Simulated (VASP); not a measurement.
# SiC (Cm) in VASP: a series of runs, part 2 of 3

VASP 6.6.1. The steps go on from the part before.

### Step 3. Single point, LDA

INCAR

```
SYSTEM = SiC
PREC = Accurate ; ENCUT = 520
EDIFF = 1E-7 ; ISMEAR = 0
SIGMA = 0.05 ; LREAL = .False.
LASPH = .True. ; NELM = 60
ALGO = Normal ; ISIF = 2
LWAVE = .False. ; LCHARG = .False.
GGA = CA ; NBANDS = 26
```

KPOINTS

```
Automatic mesh
0
Gamma
  10 10 3
  0 0 0
```

POSCAR

```
SiC
1.0
   -3.0759982064      0.0000000000      0.0000000000
   -1.5379991032     -2.6638925888      0.0000000000
   -1.9226526789     -1.1100440417     10.0960000000
Si C
4 4
Direct
    0.0609157083      0.0609157083      0.6537500000
    0.2692657083      0.2692657083      0.1537500000
    0.2900740417      0.2900740417      0.9037500000
    0.4984240417      0.4984240417      0.4037500000
   -0.0192990417     -0.0192990417      0.8462500000
    0.1890509583      0.1890509583      0.3462500000
    0.6265592917      0.6265592917      0.0962500000
    0.4182092917      0.4182092917      0.5962500000
```

Potentials or basis: VASP PAW LDA potentials, release 64 (Si, C).

Started as:

```
> cat potpaw_LDA.64/Si/POTCAR potpaw_LDA.64/C/POTCAR > POTCAR
> mpirun -np 1 vasp_std > vasp.out
```

OUTCAR:

```text
SYSTEM = SiC
   PREC = Accurate
   ENCUT = 520
   EDIFF = 1E-7
   ISMEAR = 0
   LREAL = .False.
   LASPH = .True.
   NELM = 60
   ISIF = 2
   GGA = CA

 ion  position               nearest neighbor table
   1  0.061  0.061  0.654-   8 1.87   8 1.87   8 1.87   5 1.94   3 3.09   4 3.09   4 3.09   3 3.09
                             3 3.09   4 3.09
   2  0.269  0.269  0.154-   7 1.87   7 1.87   7 1.87   6 1.94   3 2.56   4 3.09   4 3.09   4 3.09

   3  0.290  0.290  0.904-   5 1.87   5 1.87   5 1.87   7 2.52   7 2.52   2 2.56   1 3.09   1 3.09
                             1 3.09
   4  0.498  0.498  0.404-   6 1.87   6 1.87   6 1.87   8 1.94   2 3.09   1 3.09   1 3.09   2 3.09
                             2 3.09   1 3.09
   5  0.981  0.981  0.846-   3 1.87   3 1.87   3 1.87   1 1.94
   6  0.189  0.189  0.346-   4 1.87   4 1.87   4 1.87   2 1.94
   7  0.627  0.627  0.096-   2 1.87   2 1.87   2 1.87   3 2.52   3 2.52
   8  0.418  0.418  0.596-   1 1.87   1 1.87   1 1.87   4 1.94

  LATTYP: Found a base centered monoclinic cell.
 ALAT       =     5.3277851775
 B/A-ratio  =     0.5773502692
 C/A-ratio  =     1.9402461480
 COS(beta)  =    -0.2147665648

  Lattice vectors:

 A1 = (   3.0759982064,   0.0000000000,   0.0000000000)
 A2 = (   1.5379991032,   2.6638925888,   0.0000000000)
 A3 = (  -1.9226526789,  -1.1100440417,  10.0960000000)

Analysis of symmetry for initial positions (statically):
=====================================================================
 Subroutine PRICEL returns:
 Original cell was already a primitive cell.

 Routine SETGRP: Setting up the symmetry group for a
 base centered monoclinic supercell.

 Subroutine GETGRP returns: Found  2 space group operations
 (whereof  2 operations were pure point group operations)
 out of a pool of  4 trial point group operations.

The static configuration has the point symmetry C_1h.

Analysis of symmetry for dynamics (positions and initial velocities):
=====================================================================
 Subroutine PRICEL returns:
 Original cell was already a primitive cell.

 Routine SETGRP: Setting up the symmetry group for a
 base centered monoclinic supercell.

 Subroutine GETGRP returns: Found  2 space group operations
 (whereof  2 operations were pure point group operations)
 out of a pool of  4 trial point group operations.

The dynamic configuration has the point symmetry C_1h.

 Subroutine INISYM returns: Found  2 space group operations
 (whereof  2 operations are pure point group operations),
 and found     1 'primitive' translations

----------------------------------------------------------------------------------------

                                     Primitive cell

  volume of cell :      82.7279

  direct lattice vectors                    reciprocal lattice vectors
    -3.075998206  0.000000000  0.000000000    -0.325097719  0.187695255 -0.041273772
    -1.537999103 -2.663892589  0.000000000     0.000000000 -0.375390511 -0.041273772
    -1.922652679 -1.110044042 10.096000000     0.000000000  0.000000000  0.099049128

  length of vectors
     3.075998206  3.075998206 10.337214668     0.377652698  0.377652698  0.099049128

  position of ions in fractional coordinates (direct lattice)
     0.060915708  0.060915708  0.653750000
     0.269265708  0.269265708  0.153750000
[... 44 lines left out ...]
 Following reciprocal coordinates:
            Coordinates               Weight
  0.000000  0.000000  0.000000      1.000000
  0.100000  0.000000  0.000000      4.000000
  0.200000  0.000000  0.000000      4.000000
  0.300000  0.000000 -0.000000      4.000000
  0.400000  0.000000  0.000000      4.000000
  0.500000  0.000000 -0.000000      2.000000
[... 16 lines left out ...]
  0.300000  0.300000 -0.000000      2.000000
  0.400000  0.300000  0.000000      4.000000
 [... further k-points ...]
   k-points           NKPTS =     86   k-points in BZ     NKDIM =     86   number of bands    NBANDS=     26
   number of dos      NEDOS =    301   number of ions     NIONS =      8
   total plane-waves  NPLWV =  46080
   dimension x,y,z NGX =    24 NGY =   24 NGZ =   80
   dimension x,y,z NGXF=    48 NGYF=   48 NGZF=  160
   ions per type =               4   4
   NGX,Y,Z   is equivalent  to a cutoff of  12.97, 12.97, 12.87 a.u.
   NGXF,Y,Z  is equivalent  to a cutoff of  25.94, 25.94, 25.73 a.u.
 SYSTEM =  SiC
   PREC   = accura    normal or accurate (medium, high low for compatibility)
   ISTART =      0    job   : 0-new  1-cont  2-samecut
   ICHARG =      2    charge: 1-file 2-atom 10-const
   ISPIN  =      1    spin polarized calculation?
   LNONCOLLINEAR =      F non collinear calculations
   LSORBIT =      F    spin-orbit coupling
   LASPH  =      T    aspherical Exc in radial PAW
   ENCUT  =  520.0 eV  38.22 Ry    6.18 a.u.   5.72  5.72 19.22*2*pi/ulx,y,z
   NELM   =     60;   NELMIN=  2; NELMDL= -5     # of ELM steps
   EDIFF  = 0.1E-06   stopping-criterion for ELM
   LREAL  =      F    real-space projection
   EDIFFG = 0.1E-05   stopping-criterion for IOM
   NSW    =      0    number of steps for IOM
   IBRION =     -1    ionic relax: 0-MD 1-quasi-New 2-CG
   NFREE  =      0    steps in history (QN), initial steepest desc. (CG)
   ISIF   =      2    stress and relaxation
   ISYM   =      2    0-nonsym 1-usesym 2-fastsym
   POTIM  = 0.5000    time-step for ionic-motion
   TEBEG  =    0.0;   TEEND  =   0.0 temperature during run
   PSTRESS=    0.0 pullay stress
   NELECT =      32.0000    total number of electrons
   NUPDOWN=      -1.0000    fix difference up-down
   EMIN   =  10.00;   EMAX   =-10.00  energy-range for DOS
   EFERMI =   0.00;   METHOD = LEGACY
   ISMEAR =     0;   SIGMA  =   0.05  broadening in eV -4-tet -1-fermi 0-gaus
   EFERMI_NEDOS =   21; number of points for ismear=-14 and -15
   IALGO  =     38    algorithm
   IMIX   =      4    mixing-type and parameters
     AMIX     =   0.40;   BMIX     =  1.00
     AMIX_MAG =   1.60;   BMIX_MAG =  1.00
  volume/ion in A,a.u.               =      10.34        69.78
  Fermi-wavevector in a.u.,A,eV,Ry     =   1.192818  2.254099 19.358564  1.422814
  Thomas-Fermi vector in A             =   2.328847
   LORBIT       =      0    0 simple, 1 ext, 2 COOP (PROOUT), +10 PAW based schemes
   GGA     = CA    functional components
   LHFCALC =     F    Hartree Fock is set to
   AEXX    =    0.0000 exact exchange contribution
   IVDW    =     0    specifies the selected vdW correction
   LEPSILON=     F    determine dielectric tensor
   LRPA    =     F    only Hartree local field effects (RPA)
 non-spin polarized calculation
 Gauss-broadening in eV      SIGMA  =   0.05
  energy-cutoff  :      520.00
  volume of cell :       82.73
 maximum number of plane-waves:      2245
   NGX = 11   NGY = 11   NGZ = 39

 number of electron      31.9999998 magnetization

 Free energy of the ion-electron system (eV)
  ---------------------------------------------------
  ext. energy  EPLUGINS =         0.00000000
  ---------------------------------------------------
  free energy    TOTEN  =       -64.54823907 eV

  energy without entropy =      -64.54823707  energy(sigma->0) =      -64.54823807

 E-fermi :   8.7829     XC(G=0): -11.5839

 val. band max:        8.6588044953   @ k =   0.1000   0.0000   0.0000
 cond. band min:       8.8977481925   @ k =   0.5000   0.0000  -0.0000
 fundamental gap:      0.2389436972
 Fermi energy:         8.7829068773

 k-point     1 :       0.0000    0.0000    0.0000
  band No.  band energies     occupation
      1      -7.2522      2.00000
      2      -6.0911      2.00000
      3      -6.0192      2.00000
      4      -3.7199      2.00000
      5      -0.2321      2.00000
      6       3.8760      2.00000
[... 685 lines left out ...]
     25      16.7154      0.00000
     26      17.1599      0.00000

 [... further k-points ...]
[... 5 lines left out ...]
  --------------------------------------------------------------------------------------
  -------------------------------------------------------------------------------------
  Total       -2.4435925     -4.3403317     -1.0345334      1.6426243      0.2804844      0.4858132
  in kB      -47.3246318    -84.0584490    -20.0356288     31.8124189      5.4320918      9.4086592
  external PRESSURE =     -50.4729032 kB  Pullay stress =       0.0000000 kB

 VOLUME and BASIS-vectors are now :
 -----------------------------------------------------------------------------
  energy-cutoff  :      520.00
  volume of cell :       82.73
      direct lattice vectors                 reciprocal lattice vectors
    -3.075998206  0.000000000  0.000000000    -0.325097719  0.187695255 -0.041273772
    -1.537999103 -2.663892589  0.000000000     0.000000000 -0.375390511 -0.041273772
    -1.922652679 -1.110044042 10.096000000     0.000000000  0.000000000  0.099049128

 POSITION                                       TOTAL-FORCE (eV/Angst)
 -----------------------------------------------------------------------------------
     -1.53800     -0.88796      6.60026        -0.125358     -0.072376      0.604655
     -1.53800     -0.88796      1.55226        -0.291207     -0.168129      0.947110
     -3.07600     -1.77593      9.12426         0.606335      0.350068      0.216925
     -3.07600     -1.77593      4.07626        -0.022200     -0.012817      0.523100
     -6.15200     -3.55186      8.54374        -0.350829     -0.202551     -0.945205
     -1.53800     -0.88796      3.49574         0.033785      0.019506     -0.437452
     -3.07600     -1.77593      0.97174         0.169289      0.097739     -0.274204
     -3.07600     -1.77593      6.01974        -0.019815     -0.011440     -0.634929
 -----------------------------------------------------------------------------------
    total drift:                                0.000020      0.000011      0.000069

  FREE ENERGIE OF THE ION-ELECTRON SYSTEM (eV)
  ---------------------------------------------------
  free  energy   TOTEN  =       -64.5482390715 eV

  energy  without entropy=      -64.5482370721  energy(sigma->0) =      -64.54823807
```

Run time: 2.4 min. Hardware: 1 thread of AMD EPYC 7R43 (Zen 3), shared host; peak memory 0.22 GiB.

What came out:

```
Free energy            : -64.5482 eV
Pressure               : -5.0 GPa
Largest force          : 1.028 eV/Å
Band gap on the k mesh : 0.24 eV, indirect (least direct gap 1.05 eV)
```

Forces in eV/Å, atoms in the order of the input:
```
Si  -0.125 -0.072  0.605
Si  -0.291 -0.168  0.947
Si   0.606  0.350  0.217
Si  -0.022 -0.013  0.523
C   -0.351 -0.203 -0.945
C    0.034  0.020 -0.437
C    0.169  0.098 -0.274
C   -0.020 -0.011 -0.635
```

Stress tensor (GPa, compression positive):
```
-4.73  3.18  0.94
 3.18 -8.41  0.54
 0.94  0.54 -2.00
```

Levels at points of the mesh, in eV from the valence-band top:
```tsv
k point	band 13	band 14	band 15	band 16	band 17	band 18	band 19	band 20
(0.00, 0.00, 0.00)	-0.98	-0.74	-0.55	0.00	4.07	4.53	5.34	5.62
(0.50, 0.00, 0.00)	-2.85	-2.40	-2.12	-0.81	0.24	2.51	2.96	3.37
(0.50, 0.50, 0.00)	-2.99	-2.83	-1.94	-1.81	0.87	2.54	2.94	4.10
```

Caveat: forces of over 1 eV/Å act on the atoms, so gaps and moduli don't describe the material at rest. A k mesh can miss the band edges.

### Step 4. Single point, LDA

This run uses another cell than the first one, of the same volume but with other edges.

INCAR

```
ALGO = Normal ; EDIFF = 1E-6
ENCUT = 520 ; ISIF = 2
ISMEAR = 0 ; LASPH = T
LCHARG = F ; LREAL = F
LWAVE = F ; NBANDS = 26
NELM = 60 ; PREC = Accurate
SIGMA = 0.05
```

KPOINTS

```
k-points
0
Gamma
  10 10 3
```

POSCAR

```
SiC
1.0
   -3.0759982064      0.0000000000      0.0000000000
   -1.5379991032     -2.6638925888      0.0000000000
   -2.6913446307     -1.5538485470     10.0960000000
Si C
4 4
Direct
   -0.0479990417     -0.0479990417      0.6537500000
    0.2436509583      0.2436509583      0.1537500000
    0.1395092917      0.1395092917      0.9037500000
    0.4311592917      0.4311592917      0.4037500000
   -0.1602842917     -0.1602842917      0.8462500000
    0.1313657083      0.1313657083      0.3462500000
    0.6105240417      0.6105240417      0.0962500000
    0.3188740417      0.3188740417      0.5962500000
```

Started as:

```
> cat potpaw_LDA.64/Si/POTCAR potpaw_LDA.64/C/POTCAR > POTCAR
> mpirun -np 1 vasp_std > vasp.out
```

Wall time 2.3 min (1 thread of AMD EPYC 7R43 (Zen 3), shared host); peak memory 0.22 GiB.

It converged, with:

```
Free energy            : -63.9388 eV
Pressure               : -3.6 GPa
Largest force          : 1.843 eV/Å
Band gap on the k mesh : 0.07 eV, indirect (least direct gap 0.52 eV)
```

Forces in eV/Å, atoms in the order of the input:
```
Si  -0.221 -0.128  0.234
Si  -0.226 -0.131  0.728
Si  -0.306 -0.176  0.512
Si  -0.022 -0.013  0.449
C   -0.517 -0.298 -1.744
C    0.112  0.065 -0.358
C    1.221  0.705  0.710
C   -0.042 -0.024 -0.533
```

Stress tensor (GPa, compression positive):
```
-5.22  3.21  7.00
 3.21 -8.92  4.04
 7.00  4.04  3.43
```

Levels at points of the mesh, in eV from the valence-band top:
```
           k point  band 12  band 13  band 14  band 15  band 16  band 17  band 18  band 19  band 20  band 21
(0.00, 0.00, 0.00)    -1.20    -1.11    -0.93    -0.87    -0.08     3.62     4.36     5.02     5.45     5.50
(0.50, 0.00, 0.00)    -3.39    -3.20    -3.02    -2.14    -0.46     0.07     1.67     2.54     3.03     3.83
(0.50, 0.50, 0.00)    -3.32    -3.23    -2.94    -2.05    -1.73     1.08     1.73     2.43     3.23     3.87
```

Caveat: forces of over 1 eV/Å act on the atoms, so gaps and moduli don't describe the material at rest. A k mesh can miss the band edges.

### Step 5. Single point, LDA

This run uses another cell than the first one, of the same volume but with other edges.

INCAR

```
ALGO = Normal
EDIFF = 1E-6
ENCUT = 520
ISIF = 2
ISMEAR = 0
LASPH = True
LCHARG = True
LELF = True
LREAL = False
LVHAR = True
LWAVE = False
NBANDS = 26
NELM = 60
PREC = Accurate
SIGMA = 0.05
```

KPOINTS is that of step 4.

POSCAR

```
SiC
1.0
   -3.0759982064      0.0000000000      0.0000000000
   -1.5379991032     -2.6638925888      0.0000000000
   -3.4604979822     -1.9979194416     10.0960000000
Si C
4 4
Direct
   -0.1569791667     -0.1569791667      0.6537500000
    0.2180208333      0.2180208333      0.1537500000
   -0.0111458333     -0.0111458333      0.9037500000
    0.3638541667      0.3638541667      0.4037500000
   -0.3013541667     -0.3013541667      0.8462500000
    0.0736458333      0.0736458333      0.3462500000
    0.5944791667      0.5944791667      0.0962500000
    0.2194791667      0.2194791667      0.5962500000
```

Started as:

```
> cat potpaw_LDA.64/Si/POTCAR potpaw_LDA.64/C/POTCAR > POTCAR
> mpirun -np 1 vasp_std > vasp.out
```

Run time: 2.4 min. Hardware: 1 thread of AMD EPYC 7R43 (Zen 3), shared host; peak memory 0.22 GiB.

Results (log left out):

```yaml
Free_energy: -64.1558 eV
Pressure: -3.5 GPa
Largest_force: 2.367 eV/Å
Band_gap_on_the_k_mesh: 0.43 eV, indirect (least direct gap 1.10 eV)
```

Forces in eV/Å, atoms in the order of the input:
```
Si   0.241  0.139  0.271
Si   0.141  0.081  0.780
Si   1.222  0.705  0.496
Si  -0.003 -0.002  0.488
C    0.545  0.315 -1.586
C   -0.172 -0.099 -0.407
C   -2.000 -1.155  0.516
C    0.026  0.015 -0.557
```

Stress tensor (GPa, compression positive):
```
 -7.55  -1.78 -11.12
 -1.78  -5.49  -6.42
-11.12  -6.42   2.62
```

Levels at points of the mesh, in eV from the valence-band top:
```tsv
k point	band 14	band 15	band 16	band 17	band 18	band 19
(0.00, 0.00, 0.00)	-0.90	-0.83	0.00	3.83	4.41	5.09
(0.50, 0.00, 0.00)	-2.92	-2.11	-1.25	1.20	1.60	2.53
(0.50, 0.50, 0.00)	-2.99	-1.99	-0.67	0.43	1.60	2.60
```

Caveat: forces of over 1 eV/Å act on the atoms, so gaps and moduli don't describe the material at rest. A k mesh can miss the band edges.

(Part 2 of 3 ends here.)
